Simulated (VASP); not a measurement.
Input of a VASP 6.6.1 run:

INCAR

```
SYSTEM = Ta
ALGO = Normal
EDIFF = 1E-6
ENCUT = 520
GGA = PS
ISIF = 2
ISMEAR = -1
LASPH = .TRUE.
LCHARG = .FALSE.
LREAL = .FALSE.
LWAVE = .FALSE.
NBANDS = 12
NELM = 60
PREC = Accurate
SIGMA = 0.05
```

File KPOINTS:

```
k-points
0
G
  15 15 15
  0 0 0
```

POSCAR

```
Ta
1.0
    2.6170294726      0.0000000000      0.0000000000
    0.0000000000      2.6170294726      0.0000000000
    0.0000000000      0.0000000000      2.6170294726
Ta
1
Direct
    0.0000000000      0.0000000000      0.0000000000
```

Potentials or basis: VASP PAW PBE potentials, release 64 (Ta_pv).

The run is started by

```console
$ cat potpaw_PBE.64/Ta_pv/POTCAR > POTCAR
$ mpirun -np 1 vasp_std > vasp.out
```

(1) What does it give for the pressure?

## Answers

(1) 20.5 GPa.

Caveat: the PAW data sets were made with another functional, which shifts forces and pressure a little.
